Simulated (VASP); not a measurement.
# Gd2ZrN3 (P-3m1) in VASP: notebook

The runs below take Gd2ZrN3 through single point, with PBE.

Everything below comes from runs of VASP 6.6.1. Logs are shortened: lines on timing, memory, paths and dates and some standing lists are left out, and cuts for length are marked.

### 1 The cell of the first run

It takes space group P-3m1 (No. 164, trigonal). Conventional cell: a = 3.402 Å, b = 3.402 Å, c = 8.455 Å, α = 90.00°, β = 90.00°, γ = 120.00°. Gd (site symmetry 3m) has 6 N at 2.44 to 2.50 Å within 3.2 Å. Within 3.1 Å of Zr (site symmetry -3m) lie 6 N at 2.32 Å. Within 3.2 Å of N (site symmetry 3m) lie 3 Zr at 2.32 Å and 3 Gd at 2.50 Å and 3 N at 3.17 Å. Within 3.2 Å of N (site symmetry -3m) lie 6 Gd at 2.44 Å.

### 2 Single point, PBE, collinear spin, ferromagnetic start

The input, INCAR:

```
SYSTEM = Gd2ZrN3
PREC     = Accurate       ! precision mode
ENCUT    = 520            ! plane-wave cutoff, eV
EDIFF    = 1E-7           ! SCF threshold, eV
ISMEAR   = 0              ! smearing method
SIGMA    = 0.2            ! smearing width, eV
LREAL    = .FALSE.        ! projectors in reciprocal space
LASPH    = .TRUE.         ! aspherical terms in the spheres
NELM     = 150            ! most SCF steps
ALGO     = Normal         ! electronic algorithm
ISIF     = 2              ! what is computed and relaxed
LWAVE    = .FALSE.        ! write WAVECAR
LCHARG   = .FALSE.        ! write CHGCAR
ISPIN    = 2              ! spin polarisation
MAGMOM   = 7.5 7.5 7.5 7.5 0 0 0 0 0 0 0 0 ! initial moments
LORBIT   = 11             ! projections on sites
LMAXMIX  = 6              ! l up to which the mixer works
GGA      = PE             ! functional
NBANDS   = 79             ! bands
```

The input, KPOINTS:

```
regular mesh
0
G
  6 6 2
  0 0 0
```

The input, POSCAR:

```
Gd2ZrN3
1.0
    3.4021022488      0.0000000000      0.0000000000
   -1.7010511244      2.9463069737      0.0000000000
    0.0000000000      0.0000000000     16.9097401363
Gd Zr N
4 2 6
Direct
    0.6666666667      0.3333333333      0.3353326106
    0.6666666667      0.3333333333      0.8353326106
    0.3333333333      0.6666666667      0.1646673894
    0.3333333333      0.6666666667      0.6646673894
    1.0000000000      0.0000000000      0.0000000000
    1.0000000000      0.0000000000      0.5000000000
    0.3333333333      0.6666666667      0.4265611931
    0.3333333333      0.6666666667      0.9265611931
    0.6666666667      0.3333333333      0.0734388069
    0.6666666667      0.3333333333      0.5734388069
    1.0000000000      1.0000000000      0.2500000000
    1.0000000000      1.0000000000      0.7500000000
```

Potentials or basis: VASP PAW PBE potentials, release 64 (Gd, Zr_sv, N).

Started as:

```
cat potpaw_PBE.64/Gd/POTCAR potpaw_PBE.64/Zr_sv/POTCAR potpaw_PBE.64/N/POTCAR > POTCAR
mpirun -np 1 vasp_std > vasp.out
```

OUTCAR:

```text
SYSTEM = Gd2ZrN3
   PREC = Accurate
   ENCUT = 520
   EDIFF = 1E-7
   ISMEAR = 0
   LREAL = .FALSE.
   LASPH = .TRUE.
   NELM = 150
   ISIF = 2
   ISPIN = 2
   LORBIT = 11
   GGA = PE

 ion  position               nearest neighbor table
   1  0.667  0.333  0.335-  11 2.44  11 2.44  11 2.44   7 2.50   7 2.50   7 2.50   6 3.41   6 3.41
                             6 3.41   3 3.49   3 3.49   3 3.49
   2  0.667  0.333  0.835-  12 2.44  12 2.44  12 2.44   8 2.50   8 2.50   8 2.50   5 3.41   5 3.41
                             5 3.41   4 3.49   4 3.49   4 3.49
   3  0.333  0.667  0.165-  11 2.44  11 2.44  11 2.44   9 2.50   9 2.50   9 2.50   5 3.41   5 3.41
                             5 3.41   1 3.49   1 3.49   1 3.49
   4  0.333  0.667  0.665-  12 2.44  12 2.44  12 2.44  10 2.50  10 2.50  10 2.50   6 3.41   6 3.41
                             6 3.41   2 3.49   2 3.49   2 3.49
   5  0.000  0.000  0.000-   8 2.32   9 2.32   8 2.32   9 2.32   9 2.32   8 2.32   2 3.41   3 3.41
                             3 3.41   2 3.41   3 3.41   2 3.41
   6  0.000  0.000  0.500-   7 2.32  10 2.32   7 2.32  10 2.32  10 2.32   7 2.32   1 3.41   4 3.41
                             4 3.41   1 3.41   4 3.41   1 3.41
   7  0.333  0.667  0.427-   6 2.32   6 2.32   6 2.32   1 2.50   1 2.50   1 2.50
   8  0.333  0.667  0.927-   5 2.32   5 2.32   5 2.32   2 2.50   2 2.50   2 2.50
   9  0.667  0.333  0.073-   5 2.32   5 2.32   5 2.32   3 2.50   3 2.50   3 2.50
  10  0.667  0.333  0.573-   6 2.32   6 2.32   6 2.32   4 2.50   4 2.50   4 2.50
  11  0.000  0.000  0.250-   1 2.44   3 2.44   3 2.44   1 2.44   1 2.44   3 2.44
[... 8 lines left out ...]
 A1 = (   3.4021022488,   0.0000000000,   0.0000000000)
 A2 = (  -1.7010511244,   2.9463069737,   0.0000000000)
 A3 = (   0.0000000000,   0.0000000000,  16.9097401363)

Analysis of symmetry for initial positions (statically):
=====================================================================
 Subroutine PRICEL returns following result:

  LATTYP: Found a hexagonal cell.
 ALAT       =     3.4021022488
 C/A-ratio  =     2.4851898767
[... 12 lines left out ...]
 Subroutine GETGRP returns: Found 12 space group operations
 (whereof 12 operations were pure point group operations)
 out of a pool of 24 trial point group operations.

The static configuration has the point symmetry D_3d.

Analysis of symmetry for dynamics (positions and initial velocities):
=====================================================================
 Subroutine PRICEL returns following result:

  LATTYP: Found a hexagonal cell.
 ALAT       =     3.4021022488
 C/A-ratio  =     2.4851898767
[... 12 lines left out ...]
 Subroutine GETGRP returns: Found 12 space group operations
 (whereof 12 operations were pure point group operations)
 out of a pool of 24 trial point group operations.

The dynamic configuration has the point symmetry D_3d.

Analysis of structural, dynamic, and magnetic symmetry:
=====================================================================
 Subroutine PRICEL returns following result:

  LATTYP: Found a hexagonal cell.
 ALAT       =     3.4021022488
 C/A-ratio  =     2.4851898767
[... 12 lines left out ...]
 Subroutine GETGRP returns: Found 12 space group operations
 (whereof 12 operations were pure point group operations)
 out of a pool of 24 trial point group operations.

The overall configuration has the point symmetry D_3d.

 Subroutine INISYM returns: Found 12 space group operations
 (whereof 12 operations are pure point group operations),
 and found     2 'primitive' translations

----------------------------------------------------------------------------------------

                                     Primitive cell

  volume of cell :      84.7486

  direct lattice vectors                    reciprocal lattice vectors
     3.402102249  0.000000000  0.000000000     0.293935904  0.169703973  0.000000000
    -1.701051124  2.946306974  0.000000000     0.000000000  0.339407947  0.000000000
     0.000000000  0.000000000  8.454870068     0.000000000  0.000000000  0.118275029

  length of vectors
     3.402102249  3.402102249  8.454870068     0.339407947  0.339407947  0.118275029

  position of ions in fractional coordinates (direct lattice)
     0.666666667  0.333333333  0.670665221
     0.333333333  0.666666667  0.329334779
     0.000000000  0.000000000  0.000000000
     0.333333333  0.666666667  0.853122386
     0.666666667  0.333333333  0.146877614
     0.000000000  0.000000000  0.500000000

[... 52 lines left out ...]
   number of dos      NEDOS =    301   number of ions     NIONS =     12
   total plane-waves  NPLWV =  98784
   dimension x,y,z NGX =    28 NGY =   28 NGZ =  126
   dimension x,y,z NGXF=    56 NGYF=   56 NGZF=  252
   ions per type =               4   2   6
   NGX,Y,Z   is equivalent  to a cutoff of  13.68, 13.68, 12.39 a.u.
   NGXF,Y,Z  is equivalent  to a cutoff of  27.36, 27.36, 24.78 a.u.
 SYSTEM =  Gd2ZrN3
   PREC   = accura    normal or accurate (medium, high low for compatibility)
   ISTART =      0    job   : 0-new  1-cont  2-samecut
   ICHARG =      2    charge: 1-file 2-atom 10-const
   ISPIN  =      2    spin polarized calculation?
   LNONCOLLINEAR =      F non collinear calculations
   LSORBIT =      F    spin-orbit coupling
   LASPH  =      T    aspherical Exc in radial PAW
   ENCUT  =  520.0 eV  38.22 Ry    6.18 a.u.   6.33  6.33 31.44*2*pi/ulx,y,z
   NELM   =    150;   NELMIN=  2; NELMDL= -5     # of ELM steps
   EDIFF  = 0.1E-06   stopping-criterion for ELM
   LREAL  =      F    real-space projection
   EDIFFG = 0.1E-05   stopping-criterion for IOM
   NSW    =      0    number of steps for IOM
   IBRION =     -1    ionic relax: 0-MD 1-quasi-New 2-CG
   NFREE  =      0    steps in history (QN), initial steepest desc. (CG)
   ISIF   =      2    stress and relaxation
   ISYM   =      2    0-nonsym 1-usesym 2-fastsym
   POTIM  = 0.5000    time-step for ionic-motion
   TEBEG  =    0.0;   TEEND  =   0.0 temperature during run
   PSTRESS=    0.0 pullay stress
   NELECT =     126.0000    total number of electrons
   NUPDOWN=      -1.0000    fix difference up-down
   EMIN   =  10.00;   EMAX   =-10.00  energy-range for DOS
   EFERMI =   0.00;   METHOD = LEGACY
   ISMEAR =     0;   SIGMA  =   0.20  broadening in eV -4-tet -1-fermi 0-gaus
   EFERMI_NEDOS =   21; number of points for ismear=-14 and -15
   IALGO  =     38    algorithm
   IMIX   =      4    mixing-type and parameters
     AMIX     =   0.40;   BMIX     =  1.00
     AMIX_MAG =   1.60;   BMIX_MAG =  1.00
  volume/ion in A,a.u.               =      14.12        95.32
  Fermi-wavevector in a.u.,A,eV,Ry     =   1.483011  2.802484 29.923570  2.199320
  Thomas-Fermi vector in A             =   2.596725
   LORBIT       =     11    0 simple, 1 ext, 2 COOP (PROOUT), +10 PAW based schemes
   GGA     = PE    functional components
   LHFCALC =     F    Hartree Fock is set to
   AEXX    =    0.0000 exact exchange contribution
   IVDW    =     0    specifies the selected vdW correction
   LEPSILON=     F    determine dielectric tensor
   LRPA    =     F    only Hartree local field effects (RPA)
 spin polarized calculation
 Gauss-broadening in eV      SIGMA  =   0.20
  energy-cutoff  :      520.00
  volume of cell :      169.50
 maximum number of plane-waves:      4587
 NGX is ok and might be reduce to    28
   NGX = 13   NGY = 13   NGZ = 63

 number of electron     126.0000031 magnetization      27.7614048

 Free energy of the ion-electron system (eV)
  ---------------------------------------------------
  ext. energy  EPLUGINS =         0.00000000
  ---------------------------------------------------
  free energy    TOTEN  =      -133.83127270 eV

  energy without entropy =     -133.76285722  energy(sigma->0) =     -133.79706496

 E-fermi :   6.8436     XC(G=0): -11.9526

 val. band max:        6.7986649814   @ k =   0.1667   0.0000   0.0000
 cond. band min:       6.8552573778   @ k =   0.3333   0.1667   0.5000
 fundamental gap:      0.0565923964
 Fermi energy:         6.8436082138

 spin component 1

 k-point     1 :       0.0000    0.0000    0.0000
  band No.  band energies     occupation
      1     -42.6199      1.00000
      2     -42.6199      1.00000
      3     -37.6230      1.00000
      4     -37.6225      1.00000
      5     -37.5694      1.00000
      6     -37.5689      1.00000
[... 1081 lines left out ...]
     74       3.9188      1.00000
     75       4.1572      1.00000
 Fermi energy:         6.8436082138

 spin component 2

 k-point     1 :       0.0000    0.0000    0.0000
  band No.  band energies     occupation
      1     -42.6499      1.00000
      2     -42.6499      1.00000
      3     -34.5456      1.00000
      4     -34.5449      1.00000
      5     -34.4761      1.00000
      6     -34.4755      1.00000
[... 1081 lines left out ...]
     74       8.3314      0.00000
     75       8.3898      0.00000
 [bands above 75 left out]

------------------------ aborting loop because EDIFF is reached ----------------------------------------

  FORCE on cell =-STRESS in cart. coord.  units (eV):
  Direction    XX          YY          ZZ          XY          YZ          ZX
  --------------------------------------------------------------------------------------
  -------------------------------------------------------------------------------------
  Total        0.1942780      0.1942780     -0.0249723     -0.0000000      0.0000000      0.0000000
  in kB        1.8364196      1.8364196     -0.2360511     -0.0000000      0.0000000      0.0000000
  external PRESSURE =       1.1455960 kB  Pullay stress =       0.0000000 kB

 VOLUME and BASIS-vectors are now :
 -----------------------------------------------------------------------------
  energy-cutoff  :      520.00
  volume of cell :      169.50
      direct lattice vectors                 reciprocal lattice vectors
     3.402102249  0.000000000  0.000000000     0.293935904  0.169703973  0.000000000
    -1.701051124  2.946306974  0.000000000     0.000000000  0.339407947  0.000000000
     0.000000000  0.000000000 16.909740136     0.000000000  0.000000000  0.059137514

 POSITION                                       TOTAL-FORCE (eV/Angst)
 -----------------------------------------------------------------------------------
      1.70105      0.98210      5.67039        -0.000000      0.000000     -0.009277
      1.70105      0.98210     14.12526        -0.000000      0.000000     -0.009277
     -0.00000      1.96420      2.78448         0.000000     -0.000000      0.009277
     -0.00000      1.96420     11.23935         0.000000     -0.000000      0.009277
      0.00000      0.00000      0.00000         0.000000     -0.000000     -0.000000
      0.00000      0.00000      8.45487         0.000000     -0.000000     -0.000000
     -0.00000      1.96420      7.21304        -0.000000      0.000000      0.027394
     -0.00000      1.96420     15.66791        -0.000000      0.000000      0.027394
      1.70105      0.98210      1.24183        -0.000000     -0.000000     -0.027394
      1.70105      0.98210      9.69670         0.000000     -0.000000     -0.027394
      0.00000      0.00000      4.22744         0.000000     -0.000000     -0.000000
      0.00000      0.00000     12.68231         0.000000     -0.000000     -0.000000
 -----------------------------------------------------------------------------------
    total drift:                                0.000000     -0.000000      0.000000

  FREE ENERGIE OF THE ION-ELECTRON SYSTEM (eV)
  ---------------------------------------------------
  free  energy   TOTEN  =      -133.8312727013 eV

  energy  without entropy=     -133.7628572196  energy(sigma->0) =     -133.79706496

 total charge

# of ion       s       p       d       f       tot
--------------------------------------------------
    1        2.034   5.661   0.586   7.012  15.292
    2        2.034   5.661   0.586   7.012  15.292
    3        2.034   5.661   0.586   7.012  15.292
    4        2.034   5.661   0.586   7.012  15.292
    5        2.164   6.028   1.504   0.000   9.695
    6        2.164   6.028   1.504   0.000   9.695
    7        1.247   2.415   0.000   0.000   3.662
    8        1.247   2.415   0.000   0.000   3.662
    9        1.247   2.415   0.000   0.000   3.662
   10        1.247   2.415   0.000   0.000   3.662
   11        1.252   2.414   0.000   0.000   3.665
   12        1.252   2.414   0.000   0.000   3.665
--------------------------------------------------
tot         19.953  49.184   5.350  28.050 102.536

 magnetization (x)

# of ion       s       p       d       f       tot
--------------------------------------------------
    1       -0.005  -0.078   0.073   6.783   6.772
    2       -0.005  -0.078   0.073   6.783   6.772
    3       -0.005  -0.078   0.073   6.783   6.772
    4       -0.005  -0.078   0.073   6.783   6.772
    5       -0.003  -0.001  -0.043   0.000  -0.047
    6       -0.003  -0.001  -0.043   0.000  -0.047
    7       -0.003  -0.019   0.000   0.000  -0.021
    8       -0.003  -0.019   0.000   0.000  -0.021
    9       -0.003  -0.019   0.000   0.000  -0.021
   10       -0.003  -0.019   0.000   0.000  -0.021
   11       -0.007  -0.067   0.000   0.000  -0.074
   12       -0.007  -0.067   0.000   0.000  -0.074
--------------------------------------------------
tot         -0.053  -0.525   0.206  27.131  26.759
```

Run time: 1.7 h. Hardware: 1 thread of Oxide Virtual Turin-like, shared host; peak memory 0.54 GiB.

Results:

| Item | Value |
| --- | --- |
| Free energy | -133.8313 eV |
| Pressure | 0.1 GPa |
| Largest force | 0.027 eV/Å |
| Net moment | 27.76 μB per cell |
| Site moments | Gd +6.77; Zr -0.05; N -0.02, -0.07 (each value once) μB |
| Valence electrons inside the program's atomic spheres | Gd 15.29; Zr 9.70; N 3.66, 3.67 (each value once) |

Forces on the atoms (eV/Å):
```
Gd   0.000  0.000 -0.009
Gd   0.000  0.000 -0.009
Gd   0.000  0.000  0.009
Gd   0.000  0.000  0.009
Zr   0.000  0.000  0.000
Zr   0.000  0.000  0.000
N    0.000  0.000  0.027
N    0.000  0.000  0.027
N    0.000  0.000 -0.027
N    0.000  0.000 -0.027
N    0.000  0.000  0.000
N    0.000  0.000  0.000
```

Stress tensor (GPa, compression positive):
```
 0.18  0.00  0.00
 0.00  0.18  0.00
 0.00  0.00 -0.02
```

Caveat: the highest band is partly filled, so the run has too few bands; spin-orbit coupling is left out, which moves the levels of the heavy elements; semilocal functionals describe open f shells poorly, which spoils levels, moments and volumes. The state reached can hang on the start; a lower one may exist.

[end of part 1 of 2]
